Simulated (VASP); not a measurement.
# Pd (Pm-3m) in VASP: further runs

The runs below take Pd through single point, with PBE.

Everything below comes from runs of VASP 6.6.1. Logs are shortened: lines on timing, memory, paths and dates and some standing lists are left out, and cuts for length are marked.

## Step 1: The cell of the first run

It takes space group Pm-3m (No. 221, cubic). Conventional cell: a = 2.616 Å, b = 2.616 Å, c = 2.616 Å, α = 90.00°, β = 90.00°, γ = 90.00°. Pd (site symmetry m-3m) has 6 Pd at 2.62 Å within 3.5 Å.

## Step 2: Single point, PBE

INCAR reads:

```
PREC     = Accurate       # precision mode
ENCUT    = 520            # plane-wave cutoff, eV
EDIFF    = 1E-7           # SCF threshold, eV
ISMEAR   = -1             # smearing method
SIGMA    = 0.1            # smearing width, eV
LREAL    = False          # projectors in reciprocal space
LASPH    = True           # aspherical terms in the spheres
NELM     = 100            # most SCF steps
ALGO     = Normal         # electronic algorithm
ISIF     = 2              # what is computed and relaxed
LWAVE    = False          # write WAVECAR
LCHARG   = False          # write CHGCAR
GGA      = PE             # functional
NBANDS   = 11             # bands
```

KPOINTS reads:

```
regular mesh
0
Gamma
  20 20 20
```

POSCAR reads:

```
Pd
1.0
    2.6156052913      0.0000000000      0.0000000000
    0.0000000000      2.6156052913      0.0000000000
    0.0000000000      0.0000000000      2.6156052913
Pd
1
Direct
    0.0000000000      0.0000000000      0.0000000000
```

Potentials or basis: VASP PAW PBE potentials, release 64 (Pd).

Command:

```sh
$ cat potpaw_PBE.64/Pd/POTCAR > POTCAR
$ mpirun -np 1 vasp_std > vasp.out
```

OUTCAR:

```text
PREC = Accurate
   ENCUT = 520
   EDIFF = 1E-7
   ISMEAR = -1
   LREAL = False
   LASPH = True
   NELM = 100
   ISIF = 2
   GGA = PE

 ion  position               nearest neighbor table
   1  0.000  0.000  0.000-

  LATTYP: Found a simple cubic cell.
 ALAT       =     2.6156052913

  Lattice vectors:

 A1 = (   2.6156052913,   0.0000000000,   0.0000000000)
 A2 = (   0.0000000000,   2.6156052913,   0.0000000000)
 A3 = (   0.0000000000,   0.0000000000,   2.6156052913)

Analysis of symmetry for initial positions (statically):
=====================================================================
 Subroutine PRICEL returns:
 Original cell was already a primitive cell.

 Routine SETGRP: Setting up the symmetry group for a
 simple cubic supercell.

 Subroutine GETGRP returns: Found 48 space group operations
 (whereof 48 operations were pure point group operations)
 out of a pool of 48 trial point group operations.

The static configuration has the point symmetry O_h .

Analysis of symmetry for dynamics (positions and initial velocities):
=====================================================================
 Subroutine PRICEL returns:
 Original cell was already a primitive cell.

 Routine SETGRP: Setting up the symmetry group for a
 simple cubic supercell.

 Subroutine GETGRP returns: Found 48 space group operations
 (whereof 48 operations were pure point group operations)
 out of a pool of 48 trial point group operations.

The dynamic configuration has the point symmetry O_h .

 Subroutine INISYM returns: Found 48 space group operations
 (whereof 48 operations are pure point group operations),
 and found     1 'primitive' translations

----------------------------------------------------------------------------------------

                                     Primitive cell

  volume of cell :      17.8944

  direct lattice vectors                    reciprocal lattice vectors
     2.615605291  0.000000000  0.000000000     0.382320682  0.000000000  0.000000000
     0.000000000  2.615605291  0.000000000     0.000000000  0.382320682  0.000000000
     0.000000000  0.000000000  2.615605291     0.000000000  0.000000000  0.382320682

  length of vectors
     2.615605291  2.615605291  2.615605291     0.382320682  0.382320682  0.382320682

  position of ions in fractional coordinates (direct lattice)
     0.000000000  0.000000000  0.000000000

  ion indices of the primitive-cell ions
   primitive index   ion index
                 1           1

----------------------------------------------------------------------------------------

 KPOINTS: regular mesh

Automatic generation of k-mesh.
 Grid dimensions read from file:
 generate k-points for:   20   20   20

 Generating k-lattice:

  Cartesian coordinates                     Fractional coordinates (reciprocal lattice)
     0.019116034  0.000000000  0.000000000     0.050000000  0.000000000  0.000000000
     0.000000000  0.019116034  0.000000000     0.000000000  0.050000000  0.000000000
     0.000000000  0.000000000  0.019116034     0.000000000  0.000000000  0.050000000

  Length of vectors
     0.019116034  0.019116034  0.019116034

  Shift w.r.t. Gamma in fractional coordinates (k-lattice)
     0.000000000  0.000000000  0.000000000

 Subroutine IBZKPT returns following result:
 ===========================================

 Found    286 irreducible k-points:

 Following reciprocal coordinates:
            Coordinates               Weight
  0.000000  0.000000  0.000000      1.000000
  0.050000  0.000000  0.000000      6.000000
  0.100000  0.000000  0.000000      6.000000
  0.150000  0.000000  0.000000      6.000000
  0.200000  0.000000  0.000000      6.000000
  0.250000  0.000000  0.000000      6.000000
[... 16 lines left out ...]
  0.150000  0.100000  0.000000     24.000000
  0.200000  0.100000  0.000000     24.000000
 [... further k-points ...]
   k-points           NKPTS =    286   k-points in BZ     NKDIM =    286   number of bands    NBANDS=     11
   number of dos      NEDOS =    301   number of ions     NIONS =      1
   total plane-waves  NPLWV =   8000
   dimension x,y,z NGX =    20 NGY =   20 NGZ =   20
   dimension x,y,z NGXF=    40 NGYF=   40 NGZF=   40
   ions per type =               1
   NGX,Y,Z   is equivalent  to a cutoff of  12.71, 12.71, 12.71 a.u.
   NGXF,Y,Z  is equivalent  to a cutoff of  25.42, 25.42, 25.42 a.u.
 SYSTEM =  unknown system
   PREC   = accura    normal or accurate (medium, high low for compatibility)
   ISTART =      0    job   : 0-new  1-cont  2-samecut
   ICHARG =      2    charge: 1-file 2-atom 10-const
   ISPIN  =      1    spin polarized calculation?
   LNONCOLLINEAR =      F non collinear calculations
   LSORBIT =      F    spin-orbit coupling
   LASPH  =      T    aspherical Exc in radial PAW
   ENCUT  =  520.0 eV  38.22 Ry    6.18 a.u.   4.86  4.86  4.86*2*pi/ulx,y,z
   NELM   =    100;   NELMIN=  2; NELMDL= -5     # of ELM steps
   EDIFF  = 0.1E-06   stopping-criterion for ELM
   LREAL  =      F    real-space projection
   EDIFFG = 0.1E-05   stopping-criterion for IOM
   NSW    =      0    number of steps for IOM
   IBRION =     -1    ionic relax: 0-MD 1-quasi-New 2-CG
   NFREE  =      0    steps in history (QN), initial steepest desc. (CG)
   ISIF   =      2    stress and relaxation
   ISYM   =      2    0-nonsym 1-usesym 2-fastsym
   POTIM  = 0.5000    time-step for ionic-motion
   TEBEG  =    0.0;   TEEND  =   0.0 temperature during run
   PSTRESS=    0.0 pullay stress
   NELECT =      10.0000    total number of electrons
   NUPDOWN=      -1.0000    fix difference up-down
   EMIN   =  10.00;   EMAX   =-10.00  energy-range for DOS
   EFERMI =   0.00;   METHOD = LEGACY
   ISMEAR =    -1;   SIGMA  =   0.10  broadening in eV -4-tet -1-fermi 0-gaus
   EFERMI_NEDOS =   21; number of points for ismear=-14 and -15
   IALGO  =     38    algorithm
   IMIX   =      4    mixing-type and parameters
     AMIX     =   0.40;   BMIX     =  1.00
     AMIX_MAG =   1.60;   BMIX_MAG =  1.00
  volume/ion in A,a.u.               =      17.89       120.76
  Fermi-wavevector in a.u.,A,eV,Ry     =   1.348453  2.548208 24.739837  1.818327
  Thomas-Fermi vector in A             =   2.476121
   LORBIT       =      0    0 simple, 1 ext, 2 COOP (PROOUT), +10 PAW based schemes
   GGA     = PE    functional components
   LHFCALC =     F    Hartree Fock is set to
   AEXX    =    0.0000 exact exchange contribution
   IVDW    =     0    specifies the selected vdW correction
   LEPSILON=     F    determine dielectric tensor
   LRPA    =     F    only Hartree local field effects (RPA)
 non-spin polarized calculation
  energy-cutoff  :      520.00
  volume of cell :       17.89
 maximum number of plane-waves:       500
 NGX is ok and might be reduce to    20
   NGX =  9   NGY =  9   NGZ =  9

 number of electron      10.0000007 magnetization

 Free energy of the ion-electron system (eV)
  ---------------------------------------------------
  ext. energy  EPLUGINS =         0.00000000
  ---------------------------------------------------
  free energy    TOTEN  =        -4.73636624 eV

  energy without entropy =       -4.68932463  energy(sigma->0) =       -4.71284544

 E-fermi :   7.1365     XC(G=0): -11.8832

 val. band max:        7.1346940640   @ k =   0.3000   0.2000   0.1500
 cond. band min:       7.1378156839   @ k =   0.4000   0.4000   0.0000
 fundamental gap:      0.0031216199
 Fermi energy:         7.1365404617

 k-point     1 :       0.0000    0.0000    0.0000
  band No.  band energies     occupation
      1       1.2225      2.00000
      2       2.6810      2.00000
      3       2.6810      2.00000
      4       7.1166      1.09949
      5       7.1166      1.09949
      6       7.1166      1.09949
      7      23.5282      0.00000
      8      23.5282      0.00000
      9      23.5282      0.00000
     10      29.8029      0.00000
     11      29.8292      0.00000

 k-point     2 :       0.0500    0.0000    0.0000
  band No.  band energies     occupation
      1       1.2873      2.00000
      2       2.6917      2.00000
      3       2.7312      2.00000
      4       7.0737      1.30420
      5       7.0737      1.30420
      6       7.1200      1.08256
      7      22.9645      0.00000
      8      23.6348      0.00000
      9      23.6348      0.00000
     10      29.6457      0.00000
     11      29.8760      0.00000

 k-point     3 :       0.1000    0.0000    0.0000
  band No.  band energies     occupation
      1       1.4720      2.00000
      2       2.7230      2.00000
      3       2.8872      2.00000
      4       6.9514      1.72855
      5       6.9514      1.72855
      6       7.1299      1.03329
      7      21.6873      0.00000
      8      23.9469      0.00000
      9      23.9469      0.00000
     10      29.2165      0.00000
     11      29.8634      0.00000

 k-point     4 :       0.1500    0.0000    0.0000
  band No.  band energies     occupation
      1       1.7465      2.00000
      2       2.7723      2.00000
      3       3.1659      2.00000
      4       6.7668      1.95164
      5       6.7668      1.95164
      6       7.1454      0.95587
      7      20.1770      0.00000
      8      24.4439      0.00000
      9      24.4439      0.00000
     10      28.6113      0.00000
     11      29.8145      0.00000
[... 239 lines left out ...]
 k-point    22 :       0.1000    0.1000    0.0000
  band No.  band energies     occupation
      1       1.7229      2.00000
      2       2.8531      2.00000
      3       2.9991      2.00000
      4       6.7842      1.94268
      5       6.9426      1.74868
      6       6.9907      1.62265
      7      21.9990      0.00000
      8      22.0659      0.00000
      9      24.3659      0.00000
     10      29.1609      0.00000
     11      31.3161      0.00000

 k-point    23 :       0.1500    0.1000    0.0000
  band No.  band energies     occupation
      1       1.9939      2.00000
      2       2.9331      2.00000
      3       3.2423      2.00000
      4       6.6014      1.99056
      5       6.7788      1.94563
      6       6.9893      1.62669
      7      20.4999      0.00000
      8      22.4307      0.00000
      9      24.8635      0.00000
     10      28.7979      0.00000
     11      31.5134      0.00000

 k-point    24 :       0.2000    0.1000    0.0000
  band No.  band energies     occupation
      1       2.2990      2.00000
      2       3.0093      2.00000
      3       3.6484      2.00000
      4       6.3913      1.99884
      5       6.5595      1.99378
      6       7.0096      1.56139
      7      18.9371      0.00000
      8      22.9384      0.00000
      9      25.5169      0.00000
     10      28.3028      0.00000
     11      31.4360      0.00000

 [... further k-points ...]

------------------------ aborting loop because EDIFF is reached ----------------------------------------

  FORCE on cell =-STRESS in cart. coord.  units (eV):
  Direction    XX          YY          ZZ          XY          YZ          ZX
  --------------------------------------------------------------------------------------
  -------------------------------------------------------------------------------------
  Total       -0.0383843     -0.0383843     -0.0383843     -0.0000000     -0.0000000      0.0000000
  in kB       -3.4367458     -3.4367458     -3.4367458     -0.0000000     -0.0000000      0.0000000
  external PRESSURE =      -3.4367458 kB  Pullay stress =       0.0000000 kB

 VOLUME and BASIS-vectors are now :
 -----------------------------------------------------------------------------
  energy-cutoff  :      520.00
  volume of cell :       17.89
      direct lattice vectors                 reciprocal lattice vectors
     2.615605291  0.000000000  0.000000000     0.382320682  0.000000000  0.000000000
     0.000000000  2.615605291  0.000000000     0.000000000  0.382320682  0.000000000
     0.000000000  0.000000000  2.615605291     0.000000000  0.000000000  0.382320682

 POSITION                                       TOTAL-FORCE (eV/Angst)
 -----------------------------------------------------------------------------------
      0.00000      0.00000      0.00000         0.000000      0.000000      0.000000
 -----------------------------------------------------------------------------------
    total drift:                                0.000000      0.000000      0.000000

  FREE ENERGIE OF THE ION-ELECTRON SYSTEM (eV)
  ---------------------------------------------------
  free  energy   TOTEN  =        -4.7363662403 eV

  energy  without entropy=       -4.6893246302  energy(sigma->0) =       -4.71284544
```

Run time: 13 s. Hardware: 1 thread of Intel Xeon 6975P-C (Granite Rapids), shared host; peak memory 0.17 GiB.

Results:

```
Free energy            : -4.7364 eV
Pressure               : -0.3 GPa
Band gap on the k mesh : zero (band 5 reaches 8.32 eV, above the bottom of band 6 at 6.48 eV)
```

## Step 3: Single point, PBE, collinear spin, ferromagnetic start

INCAR reads:

```
SYSTEM = Pd
ALGO = Normal ; EDIFF = 1E-6
ENCUT = 500 ; GGA = PE
GGA_COMPAT = .FALSE. ; ISIF = 2
ISMEAR = -1 ; ISPIN = 2
LASPH = .TRUE. ; LCHARG = .FALSE.
LMAXMIX = 4 ; LORBIT = 11
LREAL = .FALSE. ; LWAVE = .FALSE.
MAGMOM = 0.5 ; NBANDS = 15
NELM = 200 ; PREC = Accurate
SIGMA = 0.1
```

KPOINTS reads:

```
k-points
0
G
  6 6 6
  0 0 0
```

POSCAR reads:

```
Pd
1.0
    2.6149101206      0.0000000000      0.0000000000
    0.0000000000      2.6149101206      0.0000000000
    0.0000000000      0.0000000000      2.6149101206
Pd
1
Direct
    0.0000000000      0.0000000000      0.0000000000
```

Potentials or basis: VASP PAW PBE potentials, release 64 (Pd).

Command:

```sh
$ cat potpaw_PBE.64/Pd/POTCAR > POTCAR
$ mpirun -np 1 vasp_std > vasp.out
```

Wall time 9.7 s (1 thread of Intel Xeon 6975P-C, shared host); peak memory 0.13 GiB.

The run converged. Its results:

- Free energy: -4.6885 eV
- Pressure: 0.2 GPa
- Band gap on the k mesh: zero (filled and empty bands overlap)
- Net moment: 0.00 μB per cell
- Valence electrons inside the program's atomic spheres: Pd 9.34

Levels at points of the mesh, in eV from the Fermi level:
Spin up:
| k point | band 3 | band 4 | band 5 | band 6 | band 7 | band 8 |
| --- | --- | --- | --- | --- | --- | --- |
| (0.00, 0.00, 0.00) | -4.35 | 0.07 | 0.07 | 0.07 | 16.49 | 16.49 |
| (0.50, 0.00, 0.00) | -1.44 | -1.44 | 0.22 | 0.52 | 4.89 | 18.36 |
| (0.50, 0.50, 0.00) | -1.16 | -1.16 | 1.21 | 5.61 | 5.61 | 11.49 |
| (0.50, 0.50, 0.50) | -3.72 | 1.30 | 1.30 | 11.16 | 11.19 | 11.19 |
Spin down:
| k point | band 1 | band 2 | band 3 | band 4 | band 5 | band 6 | band 7 | band 8 | band 9 | band 10 |
| --- | --- | --- | --- | --- | --- | --- | --- | --- | --- | --- |
| (0.00, 0.00, 0.00) | -5.83 | -4.35 | -4.35 | 0.07 | 0.07 | 0.07 | 16.49 | 16.49 | 16.49 | 22.77 |
| (0.50, 0.00, 0.00) | -3.89 | -3.76 | -1.44 | -1.44 | 0.22 | 0.52 | 4.89 | 18.36 | 21.19 | 22.44 |
| (0.50, 0.50, 0.00) | -4.56 | -3.25 | -1.16 | -1.16 | 1.21 | 5.61 | 5.61 | 11.49 | 12.34 | 23.47 |
| (0.50, 0.50, 0.50) | -3.72 | -3.72 | -3.72 | 1.30 | 1.30 | 11.16 | 11.19 | 11.19 | 11.19 | 17.67 |

Caveat: the k points lie up to 0.40 Å⁻¹ apart.

## Step 4: Single point, PBE, collinear spin, antiferromagnetic start (volume scaled by 0.88)

INCAR reads:

```
PREC = Accurate
ENCUT = 520
EDIFF = 1E-7
ISMEAR = -1
SIGMA = 0.05
LREAL = F
LASPH = T
NELM = 150
ALGO = Normal
ISIF = 2
LWAVE = F
LCHARG = F
ISPIN = 2
MAGMOM = 0.5 -0.5
LORBIT = 11
LMAXMIX = 4
GGA = PE
NBANDS = 21
```

KPOINTS reads:

```
Automatic mesh
0
Gamma
  12 12 12
```

POSCAR reads:

```
Pd
1.0
    0.0000000000      2.5040343417      2.5040343417
    2.5040343417      0.0000000000      2.5040343417
    2.5040343417      2.5040343417      0.0000000000
Pd
2
Direct
    0.0000000000      0.0000000000      0.0000000000
    0.5000000000      0.5000000000      0.5000000000
```

Potentials or basis: VASP PAW PBE potentials, release 64 (Pd).

Command:

```sh
$ cat potpaw_PBE.64/Pd/POTCAR > POTCAR
$ mpirun -np 1 vasp_std > vasp.out
```

OUTCAR:

```text
PREC = Accurate
   ENCUT = 520
   EDIFF = 1E-7
   ISMEAR = -1
   LREAL = F
   LASPH = T
   NELM = 150
   ISIF = 2
   ISPIN = 2
   LORBIT = 11
   GGA = PE

 ion  position               nearest neighbor table
   1  0.000  0.000  0.000-   2 2.50   2 2.50   2 2.50   2 2.50   2 2.50   2 2.50
   2  0.500  0.500  0.500-   1 2.50   1 2.50   1 2.50   1 2.50   1 2.50   1 2.50

  LATTYP: Found a face centered cubic cell.
 ALAT       =     5.0080686834

  Lattice vectors:

[... 1396 lines left out ...]
  in kB      214.4660657    214.4660657    214.4660657     -0.0000000      0.0000000     -0.0000000
  external PRESSURE =     214.4660657 kB  Pullay stress =       0.0000000 kB

 VOLUME and BASIS-vectors are now :
 -----------------------------------------------------------------------------
  energy-cutoff  :      520.00
  volume of cell :       31.40
      direct lattice vectors                 reciprocal lattice vectors
     0.000000000  2.504034342  2.504034342    -0.199677773  0.199677773  0.199677773
     2.504034342  0.000000000  2.504034342     0.199677773 -0.199677773  0.199677773
     2.504034342  2.504034342  0.000000000     0.199677773  0.199677773 -0.199677773

 POSITION                                       TOTAL-FORCE (eV/Angst)
 -----------------------------------------------------------------------------------
      0.00000      0.00000      0.00000         0.000000      0.000000      0.000000
      2.50403      2.50403      2.50403        -0.000000     -0.000000     -0.000000
 -----------------------------------------------------------------------------------
    total drift:                                0.000000      0.000000      0.000000

  FREE ENERGIE OF THE ION-ELECTRON SYSTEM (eV)
  ---------------------------------------------------
  free  energy   TOTEN  =        -9.1845811639 eV

  energy  without entropy=       -9.1607044533  energy(sigma->0) =       -9.17264281

 total charge

# of ion       s       p       d       tot
------------------------------------------
    1        0.553   0.437   8.590   9.581
    2        0.553   0.437   8.590   9.581
--------------------------------------------------
tot          1.107   0.875  17.180  19.161

 magnetization (x)

# of ion       s       p       d       tot
------------------------------------------
    1        0.000  -0.000  -0.000  -0.000
    2       -0.000   0.000   0.000   0.000
--------------------------------------------------
tot          0.000   0.000   0.000   0.000
```

OSZICAR:

```text
N       E                     dE             d eps       ncg     rms          rms(c)
DAV:   1     0.115627811955E+03    0.11563E+03   -0.96579E+03  6048   0.911E+02
DAV:   2    -0.679563403149E+01   -0.12242E+03   -0.11414E+03  6873   0.225E+02
DAV:   3    -0.948984242040E+01   -0.26942E+01   -0.26726E+01  7144   0.353E+01
DAV:   4    -0.951180847170E+01   -0.21966E-01   -0.21962E-01  7308   0.323E+00
DAV:   5    -0.951219839457E+01   -0.38992E-03   -0.38992E-03  7469   0.436E-01    0.112E+01
DAV:   6    -0.921655947584E+01    0.29564E+00   -0.53304E-01  7171   0.718E+00    0.585E+00
DAV:   7    -0.919175211458E+01    0.24807E-01   -0.14962E-02  8083   0.100E+00    0.288E+00
DAV:   8    -0.918545927955E+01    0.62928E-02   -0.37810E-03  7053   0.421E-01    0.923E-01
DAV:   9    -0.918456417110E+01    0.89511E-03   -0.33094E-04  7145   0.147E-01    0.484E-02
DAV:  10    -0.918457826465E+01   -0.14094E-04   -0.53560E-05  7549   0.571E-02    0.245E-02
DAV:  11    -0.918458462094E+01   -0.63563E-05   -0.80708E-06  6858   0.239E-02    0.157E-02
DAV:  12    -0.918458121962E+01    0.34013E-05   -0.19227E-06  6923   0.133E-02    0.339E-03
DAV:  13    -0.918458116394E+01    0.55684E-07   -0.65824E-08  4953   0.267E-03
   1 F= -.91845812E+01 E0= -.91726428E+01  d E =-.238767E-01  mag=     0.0000
```

Run time: 57 s. Hardware: 1 thread of AMD EPYC 9R45 (Zen 5), shared host; peak memory 0.18 GiB.

Results:

```
Free energy                                           : -9.1846 eV
Pressure                                              : 21.4 GPa
Band gap on the k mesh                                : zero (filled and empty bands overlap)
Net moment                                            : 0.00 μB per cell
Valence electrons inside the program's atomic spheres : Pd 9.58
```

(Continued in part 2 of 2.)
